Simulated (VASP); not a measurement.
Al3As, 8 atoms in the cell. The structure is tetragonal, space group I4/mmm (No. 139). Conventional cell: a = 4.050 Å, b = 4.050 Å, c = 8.507 Å, α = 90.00°, β = 90.00°, γ = 90.00°. Al (site symmetry 4/mmm) has 4 As at 2.86 Å and 8 Al at 2.94 Å within 3.8 Å. Al (site symmetry -4m2) has 8 Al at 2.86 to 2.94 Å and 4 As at 2.94 Å within 3.8 Å. Within 3.8 Å of As (site symmetry 4/mmm) lie 12 Al at 2.86 to 2.94 Å. 

| Item | Value |
| --- | --- |
| Program | VASP 6.6.1 |
| Task | single point |
| Functional | PBE |
| Potentials or basis | VASP PAW PBE potentials, release 64 (Al, As) |
| Cutoff | 520 eV |
| k mesh | 6 × 6 × 6 |
| Occupations | gaussian, width 0.1 eV |
| Spin | no spin polarisation |
| Dipole correction | no |
| Further INCAR settings | ALGO = Fast; EDIFF = 1e-06; NBANDS = 24 |

Potentials or basis: VASP PAW PBE potentials, release 64 (Al, As).

The run is started by

```console
$ cat potpaw_PBE.64/Al/POTCAR potpaw_PBE.64/As/POTCAR > POTCAR
$ mpirun -np 1 vasp_std > vasp.out
```

Hardware: 1 thread of Intel(R) Xeon(R) 6975P-C (Granite Rapids), with other jobs on the host.

Q: How long does it take, and how much memory?

A: Wall time 94 s on 1 thread of Intel(R) Xeon(R) 6975P-C (Granite Rapids), on a shared host, peak memory 0.37 GiB. Counts: scf iterations 12, k points 68.
